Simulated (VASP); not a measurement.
Al2O3 (Corundum): single point with r2SCAN

**What was measured.**

From “Multi-petahertz electron interference in Cr:Al2O3 solid-state material”, 2018, pmc:5906618, for a bulk crystal of Al2O3: band gap 8.7 eV (optical).

Crystal: Al2O3 (Corundum).

```xyz
10
Lattice="2.3803 1.3742 4.3319 -2.3803 1.3742 4.3319 0.0000 -2.7485 4.3319" Properties=species:S:1:pos:R:3 pbc="T T T"
Al    0.0000    0.0000   11.0743
Al    0.0000    0.0000    8.4191
Al    0.0000    0.0000    1.9213
Al    0.0000    0.0000    4.5765
O    -1.6503   -0.1099    5.4148
O     0.7300    1.4841    5.4148
O     0.9203   -1.3742    5.4148
O     1.6503    0.1099    7.5808
O    -0.7300   -1.4841    7.5808
O    -0.9203    1.3742    7.5808
```

| Property | Result |
| --- | --- |
| Program | VASP 6.6.1 |
| Task | single point |
| Functional | r2SCAN |
| Potentials or basis | VASP PAW PBE potentials, release 64 (Al, O) |
| Cutoff | 520 eV |
| k mesh | 7 × 7 × 7 |
| Occupations | fermi-dirac, width 0.05 eV |
| Spin | no spin polarisation |

```json
{"Pressure": "-0.7 GPa", "Largest force": "0.080 eV/Å", "Band gap on the k mesh": "7.13 eV, direct"}
```

Forces in eV/Å, atoms in the order of the input:
```
Al   0.000  0.000 -0.080
Al   0.000  0.000  0.080
Al   0.000  0.000  0.080
Al   0.000  0.000 -0.080
O   -0.029 -0.050  0.000
O   -0.029  0.050  0.000
O    0.058  0.000  0.000
O    0.029  0.050  0.000
O    0.029 -0.050  0.000
O   -0.058  0.000  0.000
```

Stress tensor (GPa, compression positive):
```
-0.64  0.00  0.00
 0.00 -0.64  0.00
 0.00  0.00 -0.78
```

Levels at points of the mesh, in eV from the valence-band top:
| k point | band 20 | band 21 | band 22 | band 23 | band 24 | band 25 | band 26 | band 27 | band 28 | band 29 |
| --- | --- | --- | --- | --- | --- | --- | --- | --- | --- | --- |
| (0.00, 0.00, 0.00) | -0.53 | -0.53 | -0.06 | -0.06 | 0.00 | 7.13 | 10.11 | 11.92 | 12.57 | 12.57 |

Wall time 7.4 min on 1 thread of Intel(R) Xeon(R) Platinum 8259CL CPU @ 2.50GHz (Skylake/Cascade Lake), with other jobs on the host, peak memory 0.3 GiB.

Measured gap of Al2O3: 8.7 eV (optical; quoted in “Multi-petahertz electron interference in Cr:Al2O3 solid-state material”, 2018, pmc:5906618). This calculation gives 7.13 eV (-1.57 eV). The value is that of r2SCAN on a finite k mesh, which can miss the band edges, without temperature or zero-point motion.

Caveat: the PAW data sets were made with another functional, which shifts forces and pressure a little.
